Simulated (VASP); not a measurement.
Wanted: the native input for a VASP 6.6.1 run.

| Item | Value |
| --- | --- |
| Task | single point |
| Functional | PBE |
| Potentials or basis | VASP PAW PBE potentials, release 64 (Ni) |
| Cutoff | 520 eV |
| k mesh | 8 × 9 × 5 |
| Occupations | fermi-dirac, width 0.05 eV |
| Spin | collinear spin, ferromagnetic start |
| Starting moments | [1.0, 1.0] μB |
| Dipole correction | no |
| Further INCAR settings | ALGO = Fast; EDIFF = 1e-06; NBANDS = 21 |

The structure of Ni lies in POSCAR:

```
Ni
1.0
   -1.2245314146      1.2256597348      1.7418331516
    1.2288380653     -1.2276638344      1.7275560048
    2.4462920277      2.4463458059     -0.0016231570
Ni
2
Direct
    0.0000000543      0.9999999501     -0.0000000682
    0.4999999457      0.5000000499      0.5000000682
```

The input as run:

INCAR

```
SYSTEM = Ni
PREC = Accurate ; ENCUT = 520
EDIFF = 1E-6 ; ISMEAR = -1
SIGMA = 0.05 ; LREAL = .FALSE.
LASPH = .TRUE. ; NELM = 150
ALGO = Fast ; ISIF = 2
LWAVE = .FALSE. ; LCHARG = .FALSE.
ISPIN = 2 ; MAGMOM = 1 1
LORBIT = 11 ; LMAXMIX = 4
GGA = PE ; NBANDS = 21
```

KPOINTS

```
regular mesh
0
G
  8 9 5
  0 0 0
```

Potentials or basis: VASP PAW PBE potentials, release 64 (Ni).

Launch:

```sh
$ cat potpaw_PBE.64/Ni/POTCAR > POTCAR
$ mpirun -np 1 vasp_std > vasp.out
```

Results of the run:

```yaml
Pressure: 9.8 GPa
Net_moment: 1.21 μB per cell
Site_moments: Ni +0.61 μB
Valence_electrons_inside_the_program's_atomic_spheres: Ni 9.39
```

Caveat: the k points lie up to 0.36 Å⁻¹ apart.

Run time: 57 s on 1 thread of Intel(R) Xeon(R) 6975P-C (Granite Rapids) (shared host), peak memory 0.18 GiB.
